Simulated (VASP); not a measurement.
ZrOF2, 4 atoms in the cell. It takes space group P4/mmm (No. 123, tetragonal). Conventional cell: a = 3.990 Å, b = 3.990 Å, c = 3.781 Å, α = 90.00°, β = 90.00°, γ = 90.00°. Zr (site symmetry 4/mmm) has 4 F at 2.00 Å within 2.6 Å. O (site symmetry 4/mmm) has 8 F at 2.75 Å and 8 Zr at 3.40 Å within 3.6 Å. Within 2.6 Å of F (site symmetry mmm) lie 2 Zr at 2.00 Å. 

| Item | Value |
| --- | --- |
| Program | VASP 6.6.1 |
| Task | single point |
| Functional | PBE |
| Potentials or basis | VASP PAW PBE potentials, release 64 (Zr_sv, O, F) |
| Cutoff | 520 eV |
| k mesh | 12 × 12 × 12 |
| Occupations | methfessel-paxton, width 0.1 eV |
| Spin | no spin polarisation |
| Dipole correction | no |
| Further INCAR settings | ALGO = Normal; EDIFF = 1e-06; NBANDS = 24 |

Potentials or basis: VASP PAW PBE potentials, release 64 (Zr_sv, O, F).

The run is started by

```console
$ cat potpaw_PBE.64/Zr_sv/POTCAR potpaw_PBE.64/O/POTCAR potpaw_PBE.64/F/POTCAR > POTCAR
$ mpirun -np 1 vasp_std > vasp.out
```

Hardware: 1 thread of Oxide Virtual Turin-like Processor (shared host).

**Question.** Estimate the wall time of this run.

**Answer.** Run time: 4.7 min on 1 thread of Oxide Virtual Turin-like Processor, on a shared host, peak memory 0.34 GiB. Counts: scf iterations 17, k points 196.
